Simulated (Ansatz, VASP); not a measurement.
**Hf3C: VASP beside Ansatz**

```xyz
4
Lattice="4.0877 0.0000 0.0000 0.0000 4.0877 0.0000 0.0000 0.0000 4.0877" Properties=species:S:1:pos:R:3 pbc="T T T"
Hf    0.0000    2.0439    2.0439
Hf    2.0439    0.0000    2.0439
Hf    2.0439    2.0439    0.0000
C     0.0000    0.0000    0.0000
```

Alike in both runs: functional PBE; k mesh 12 × 12 × 12; occupations gaussian, width 0.1 eV; no spin polarisation.

Ansatz relaxed the structure, and its values are those at the end. VASP's run is a single point on that final structure, the one shown.

```csv
,VASP,Ansatz
version,VASP 6.6.1,Ansatz 0.2.0
potentials or method,"VASP PAW PBE potentials, release 64 (Hf_pv, C), cutoff 520 eV","scalar-relativistic, plane waves, PAW"
valence electrons in the cell,34,82
```

Ansatz gave:

* gap on the k mesh at the Fermi level (eV): none
* pressure (GPa): 0.0

Estimate VASP's values.

gap on the k mesh at the Fermi level (eV): none; pressure (GPa): -0.7.

A gap of «none» marks a metal or a gap that the smearing closes. VASP's potentials hold 34 valence electrons a cell and Ansatz's 82, so a difference there can come from the potentials and not from the codes.

Neither program's run includes spin-orbit coupling.
